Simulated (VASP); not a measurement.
# As (R-3m) in VASP: notebook

Aim: see how the results for As move with the level of theory and the settings. Levels: PBE, PBE+D4, revPBE. Tasks: single point.

All numbers are computed with VASP 6.6.1; they aren't measurements. Logs are shortened: lines on timing, memory, paths and dates and some standing lists are left out, and cuts for length are marked.

### Step 1. The cell of the first run

It takes space group R-3m (No. 166, trigonal). The conventional cell has a = 3.901 Å, b = 3.901 Å, c = 10.181 Å, α = 90.00°, β = 90.00°, γ = 120.00°. Within 3.4 Å of As (site symmetry 3m) lie 6 As at 2.55 to 3.15 Å.

### Step 2. Single point, PBE

INCAR reads:

```
SYSTEM = As
PREC     = Accurate       ! precision mode
ENCUT    = 500            ! plane-wave cutoff, eV
EDIFF    = 1E-6           ! SCF threshold, eV
ISMEAR   = -4             ! smearing method
SIGMA    = 0.1            ! smearing width, eV
LREAL    = .FALSE.        ! projectors in reciprocal space
LASPH    = .TRUE.         ! aspherical terms in the spheres
NELM     = 120            ! most SCF steps
ALGO     = Normal         ! electronic algorithm
ISIF     = 2              ! what is computed and relaxed
LWAVE    = .FALSE.        ! write WAVECAR
LCHARG   = .FALSE.        ! write CHGCAR
GGA      = PE             ! functional
NBANDS   = 12             ! bands
GGA_COMPAT= .FALSE.
```

KPOINTS reads:

```
Automatic mesh
0
G
  3 3 3
  0 0 0
```

POSCAR reads:

```
As
1.0
    1.9505214686      1.1261340950      3.3936515529
   -1.9505214686      1.1261340950      3.3936515529
    0.0000000000     -2.2522681900      3.3936515529
As
2
Direct
    0.2252268662      0.2252268662      0.2252268662
    0.7747731338      0.7747731338      0.7747731338
```

Potentials or basis: VASP PAW PBE potentials, release 64 (As).

Command:

```console
$ cat potpaw_PBE.64/As/POTCAR > POTCAR
$ mpirun -np 1 vasp_std > vasp.out
```

OUTCAR:

```text
SYSTEM = As
   PREC = Accurate
   ENCUT = 500
   EDIFF = 1E-6
   ISMEAR = -4
   LREAL = .FALSE.
   LASPH = .TRUE.
   NELM = 120
   ISIF = 2
   GGA = PE

 ion  position               nearest neighbor table
   1  0.225  0.225  0.225-   2 2.55   2 2.55   2 2.55
   2  0.775  0.775  0.775-   1 2.55   1 2.55   1 2.55

  LATTYP: Found a trigonal (rhomboedric) cell.
 ALAT       =     4.0730311639
 COS(alpha) =     0.5413345795

  Lattice vectors:

 A1 = (   1.9505214686,   1.1261340950,   3.3936515529)
 A2 = (  -1.9505214686,   1.1261340950,   3.3936515529)
 A3 = (   0.0000000000,  -2.2522681900,   3.3936515529)

Analysis of symmetry for initial positions (statically):
=====================================================================
 Subroutine PRICEL returns:
 Original cell was already a primitive cell.

 Routine SETGRP: Setting up the symmetry group for a
 trigonal (rhombohedral) supercell.

 Subroutine GETGRP returns: Found 12 space group operations
 (whereof 12 operations were pure point group operations)
 out of a pool of 12 trial point group operations.

The static configuration has the point symmetry D_3d.

Analysis of symmetry for dynamics (positions and initial velocities):
=====================================================================
 Subroutine PRICEL returns:
 Original cell was already a primitive cell.

 Routine SETGRP: Setting up the symmetry group for a
 trigonal (rhombohedral) supercell.

 Subroutine GETGRP returns: Found 12 space group operations
 (whereof 12 operations were pure point group operations)
 out of a pool of 12 trial point group operations.

The dynamic configuration has the point symmetry D_3d.

 Subroutine INISYM returns: Found 12 space group operations
 (whereof 12 operations are pure point group operations),
 and found     1 'primitive' translations

----------------------------------------------------------------------------------------

                                     Primitive cell

  volume of cell :      44.7259

  direct lattice vectors                    reciprocal lattice vectors
     1.950521469  1.126134095  3.393651553     0.256341706  0.147998953  0.098222616
    -1.950521469  1.126134095  3.393651553    -0.256341706  0.147998953  0.098222616
     0.000000000 -2.252268190  3.393651553     0.000000000 -0.295997905  0.098222616

  length of vectors
     4.073031164  4.073031164  4.073031164     0.311869271  0.311869271  0.311869271

  position of ions in fractional coordinates (direct lattice)
     0.225226866  0.225226866  0.225226866
     0.774773134  0.774773134  0.774773134

  ion indices of the primitive-cell ions
   primitive index   ion index
                 1           1
                 2           2

----------------------------------------------------------------------------------------

 KPOINTS: Automatic mesh

Automatic generation of k-mesh.
 Grid dimensions read from file:
 generate k-points for:    3    3    3

 Generating k-lattice:

  Cartesian coordinates                     Fractional coordinates (reciprocal lattice)
     0.085447235  0.049332984  0.032740872     0.333333333 -0.000000000  0.000000000
    -0.085447235  0.049332984  0.032740872    -0.000000000  0.333333333  0.000000000
     0.000000000 -0.098665968  0.032740872     0.000000000  0.000000000  0.333333333

  Length of vectors
     0.103956424  0.103956424  0.103956424

  Shift w.r.t. Gamma in fractional coordinates (k-lattice)
     0.000000000  0.000000000  0.000000000

 TETIRR: Found     14 inequivalent tetrahedra from      162

 Subroutine IBZKPT returns following result:
 ===========================================

 Found      6 irreducible k-points:

 Following reciprocal coordinates:
            Coordinates               Weight
  0.000000  0.000000  0.000000      1.000000
  0.333333  0.000000  0.000000      6.000000
  0.333333  0.333333  0.000000      6.000000
 -0.333333  0.333333  0.000000      6.000000
  0.333333  0.333333  0.333333      2.000000
 -0.333333  0.333333  0.333333      6.000000
   k-points           NKPTS =      6   k-points in BZ     NKDIM =      6   number of bands    NBANDS=     12
   number of dos      NEDOS =    301   number of ions     NIONS =      2
   total plane-waves  NPLWV =  27000
   dimension x,y,z NGX =    30 NGY =   30 NGZ =   30
   dimension x,y,z NGXF=    60 NGYF=   60 NGZF=   60
   ions per type =               2
   NGX,Y,Z   is equivalent  to a cutoff of  12.24, 12.24, 12.24 a.u.
   NGXF,Y,Z  is equivalent  to a cutoff of  24.49, 24.49, 24.49 a.u.
 SYSTEM =  As
   PREC   = accura    normal or accurate (medium, high low for compatibility)
   ISTART =      0    job   : 0-new  1-cont  2-samecut
   ICHARG =      2    charge: 1-file 2-atom 10-const
   ISPIN  =      1    spin polarized calculation?
   LNONCOLLINEAR =      F non collinear calculations
   LSORBIT =      F    spin-orbit coupling
   LASPH  =      T    aspherical Exc in radial PAW
   ENCUT  =  500.0 eV  36.75 Ry    6.06 a.u.   7.43  7.43  7.43*2*pi/ulx,y,z
   NELM   =    120;   NELMIN=  2; NELMDL= -5     # of ELM steps
   EDIFF  = 0.1E-05   stopping-criterion for ELM
   LREAL  =      F    real-space projection
   EDIFFG = 0.1E-04   stopping-criterion for IOM
   NSW    =      0    number of steps for IOM
   IBRION =     -1    ionic relax: 0-MD 1-quasi-New 2-CG
   NFREE  =      0    steps in history (QN), initial steepest desc. (CG)
   ISIF   =      2    stress and relaxation
   ISYM   =      2    0-nonsym 1-usesym 2-fastsym
   POTIM  = 0.5000    time-step for ionic-motion
   TEBEG  =    0.0;   TEEND  =   0.0 temperature during run
   PSTRESS=    0.0 pullay stress
   NELECT =      10.0000    total number of electrons
   NUPDOWN=      -1.0000    fix difference up-down
   EMIN   =  10.00;   EMAX   =-10.00  energy-range for DOS
   EFERMI =   0.00;   METHOD = LEGACY
   ISMEAR =    -4;   SIGMA  =   0.10  broadening in eV -4-tet -1-fermi 0-gaus
   EFERMI_NEDOS =   21; number of points for ismear=-14 and -15
   IALGO  =     38    algorithm
   IMIX   =      4    mixing-type and parameters
     AMIX     =   0.40;   BMIX     =  1.00
     AMIX_MAG =   1.60;   BMIX_MAG =  1.00
  volume/ion in A,a.u.               =      22.36       150.91
  Fermi-wavevector in a.u.,A,eV,Ry     =   0.993623  1.877676 13.432856  0.987287
  Thomas-Fermi vector in A             =   2.125518
   LORBIT       =      0    0 simple, 1 ext, 2 COOP (PROOUT), +10 PAW based schemes
   GGA     = PE    functional components
   LHFCALC =     F    Hartree Fock is set to
   AEXX    =    0.0000 exact exchange contribution
   IVDW    =     0    specifies the selected vdW correction
   LEPSILON=     F    determine dielectric tensor
   LRPA    =     F    only Hartree local field effects (RPA)
 non-spin polarized calculation
 Fermi weights with tetrahedron method witout Bloechl corrections
  energy-cutoff  :      500.00
  volume of cell :       44.73
 maximum number of plane-waves:      1145
 NGX is ok and might be reduce to    30
   NGX = 15   NGY = 15   NGZ = 15

 number of electron      10.0000000 magnetization

 number of electron       9.9999999 magnetization

 Free energy of the ion-electron system (eV)
  ---------------------------------------------------
  ext. energy  EPLUGINS =         0.00000000
  ---------------------------------------------------
  free energy    TOTEN  =        -9.51922954 eV

  energy without entropy =       -9.51922954  energy(sigma->0) =       -9.51922954

 E-fermi :   4.0396     XC(G=0):  -9.8186

 val. band max:        4.0177861721   @ k =   0.3333   0.0000   0.0000
 cond. band min:       5.6265255271   @ k =   0.3333   0.0000   0.0000
 fundamental gap:      1.6087393550
 Fermi energy:         4.0395854856

 k-point     1 :       0.0000    0.0000    0.0000
  band No.  band energies     occupation
      1      -9.6175      2.00000
      2      -0.8330      2.00000
      3       2.8104      2.00000
      4       2.8104      2.00000
      5       3.2179      2.00000
      6       6.6474      0.00000
      7       7.9078      0.00000
      8       7.9078      0.00000
      9      11.5905      0.00000
     10      11.5905      0.00000
     11      12.3901      0.00000
     12      13.6118      0.00000

 k-point     2 :       0.3333    0.0000    0.0000
  band No.  band energies     occupation
      1      -8.2670      2.00000
      2      -4.2780      2.00000
      3       2.3788      2.00000
      4       2.7507      2.00000
      5       4.0178      2.00000
      6       5.6265      0.00000
      7       6.4849      0.00000
      8       6.7143      0.00000
      9      11.9201      0.00000
     10      12.8836      0.00000
     11      13.3802      0.00000
     12      17.3225      0.00000

 k-point     3 :       0.3333    0.3333    0.0000
  band No.  band energies     occupation
      1      -8.0228      2.00000
      2      -3.6261      2.00000
      3       0.3518      2.00000
      4       1.1960      2.00000
      5       2.0115      2.00000
      6       6.8023      0.00000
      7       9.3893      0.00000
      8       9.8022      0.00000
      9      11.1348      0.00000
     10      14.3727      0.00000
     11      14.8418      0.00000
     12      16.3571      0.00000

 k-point     4 :      -0.3333    0.3333    0.0000
  band No.  band energies     occupation
      1      -6.2220      2.00000
      2      -6.0366      2.00000
      3      -0.6928      2.00000
      4       2.0842      2.00000
      5       2.1268      2.00000
      6       7.7513      0.00000
      7       7.8997      0.00000
      8      10.6392      0.00000
      9      11.1007      0.00000
     10      12.8699      0.00000
     11      15.1034      0.00000
     12      17.4452      0.00000

 k-point     5 :       0.3333    0.3333    0.3333
  band No.  band energies     occupation
      1      -8.6856      2.00000
      2      -3.7206      2.00000
      3       2.9547      2.00000
      4       2.9547      2.00000
      5       3.7847      2.00000
      6       6.0193      0.00000
      7       6.0193      0.00000
      8       6.6053      0.00000
      9      12.0870      0.00000
     10      13.5954      0.00000
     11      13.5954      0.00000
     12      17.6716      0.00000

 k-point     6 :      -0.3333    0.3333    0.3333
  band No.  band energies     occupation
      1      -7.2297      2.00000
      2      -4.8911      2.00000
      3      -0.6412      2.00000
      4       1.6353      2.00000
      5       2.7713      2.00000
      6       7.2868      0.00000
      7       7.7792      0.00000
      8      10.8167      0.00000
      9      11.7564      0.00000
     10      13.4115      0.00000
     11      14.5792      0.00000
     12      17.1972      0.00000

------------------------ aborting loop because EDIFF is reached ----------------------------------------

  FORCE on cell =-STRESS in cart. coord.  units (eV):
  Direction    XX          YY          ZZ          XY          YZ          ZX
  --------------------------------------------------------------------------------------
  -------------------------------------------------------------------------------------
  Total        0.0793601      0.0793601      0.0367090      0.0000000      0.0000000      0.0000000
  in kB        2.8428485      2.8428485      1.3149936      0.0000000      0.0000000      0.0000000
  external PRESSURE =       2.3335635 kB  Pullay stress =       0.0000000 kB

 VOLUME and BASIS-vectors are now :
 -----------------------------------------------------------------------------
  energy-cutoff  :      500.00
  volume of cell :       44.73
      direct lattice vectors                 reciprocal lattice vectors
     1.950521469  1.126134095  3.393651553     0.256341706  0.147998953  0.098222616
    -1.950521469  1.126134095  3.393651553    -0.256341706  0.147998953  0.098222616
     0.000000000 -2.252268190  3.393651553     0.000000000 -0.295997905  0.098222616

 POSITION                                       TOTAL-FORCE (eV/Angst)
 -----------------------------------------------------------------------------------
      0.00000      0.00000      2.29302         0.000000     -0.000000      0.033006
      0.00000      0.00000      7.88793         0.000000      0.000000     -0.033006
 -----------------------------------------------------------------------------------
    total drift:                               -0.000000      0.000000     -0.000000

  FREE ENERGIE OF THE ION-ELECTRON SYSTEM (eV)
  ---------------------------------------------------
  free  energy   TOTEN  =        -9.5192295385 eV

  energy  without entropy=       -9.5192295385  energy(sigma->0) =       -9.51922954
```

Run time: 12 s. Hardware: 1 thread of Intel Xeon 8259CL, shared host; peak memory 0.16 GiB.

What came out:

| Item | Value |
| --- | --- |
| Free energy | -9.5192 eV |
| Pressure | 0.2 GPa |
| Largest force | 0.033 eV/Å |
| Band gap on the k mesh | 1.61 eV, direct |

Forces in eV/Å, atoms in the order of the input:
```
As   0.000  0.000  0.033
As   0.000  0.000 -0.033
```

Stress tensor (GPa, compression positive):
```
0.28 0.00 0.00
0.00 0.28 0.00
0.00 0.00 0.13
```

Levels at points of the mesh, in eV from the valence-band top:
```
           k point  band 2  band 3  band 4  band 5  band 6  band 7  band 8  band 9
(0.00, 0.00, 0.00)   -4.85   -1.21   -1.21   -0.80    2.63    3.89    3.89    7.57
```

Caveat: the k points lie up to 0.65 Å⁻¹ apart.

### Step 3. Single point, PBE

This run uses another cell than the first one, of 19.63 Å³/atom, 0.878 times its volume.

INCAR reads:

```
PREC     = Accurate       # precision mode
ENCUT    = 500            # plane-wave cutoff, eV
EDIFF    = 1E-6           # SCF threshold, eV
ISMEAR   = 0              # smearing method
SIGMA    = 0.1            # smearing width, eV
LREAL    = F              # projectors in reciprocal space
LASPH    = T              # aspherical terms in the spheres
NELM     = 120            # most SCF steps
ALGO     = Normal         # electronic algorithm
ISIF     = 2              # what is computed and relaxed
LWAVE    = F              # write WAVECAR
LCHARG   = F              # write CHGCAR
GGA      = PE             # functional
NBANDS   = 12             # bands
GGA_COMPAT= F
```

KPOINTS reads:

```
regular mesh
0
Gamma
  4 4 4
```

POSCAR reads:

```
As
1.0
    1.8282233185      1.0555252251      3.3902209528
   -1.8282233185      1.0555252251      3.3902209528
    0.0000000000     -2.1110504501      3.3902209528
As
2
Direct
    0.2275400000      0.2275400000      0.2275400000
    0.7724600000      0.7724600000      0.7724600000
```

Potentials or basis: VASP PAW PBE potentials, release 64 (As).

Command:

```console
$ cat potpaw_PBE.64/As/POTCAR > POTCAR
$ mpirun -np 1 vasp_std > vasp.out
```

It took 23 s on 1 thread of Intel Xeon 8259CL, shared host; peak memory 0.16 GiB.

The run converged. Its results:

```
Free energy            : -9.2224 eV
Pressure               : 12.5 GPa
Largest force          : 0.536 eV/Å
Band gap on the k mesh : 0.02 eV, indirect (least direct gap 0.03 eV)
```

Forces on the atoms (eV/Å):
```
As   0.000  0.000  0.536
As   0.000  0.000 -0.536
```

Stress tensor (GPa, compression positive):
```
14.95  0.00  0.00
 0.00 14.95  0.00
 0.00  0.00  7.63
```

Levels at points of the mesh, in eV from the valence-band top:
| k point | band 2 | band 3 | band 4 | band 5 | band 6 | band 7 | band 8 | band 9 |
| --- | --- | --- | --- | --- | --- | --- | --- | --- |
| (0.00, 0.00, 0.00) | -5.02 | -2.55 | -1.88 | -1.88 | 2.12 | 3.42 | 3.42 | 7.03 |
| (0.50, 0.00, 0.00) | -11.32 | -2.73 | -2.68 | -0.01 | 0.02 | 0.40 | 1.47 | 9.46 |
| (0.50, 0.50, 0.00) | -9.63 | -6.27 | -4.46 | -4.26 | 1.51 | 6.31 | 7.58 | 8.42 |
| (0.50, 0.50, 0.50) | -10.32 | -1.59 | -1.59 | 0.00 | 0.90 | 0.90 | 2.36 | 8.59 |

Caveat: the k points lie up to 0.52 Å⁻¹ apart.

[end of part 1 of 2]
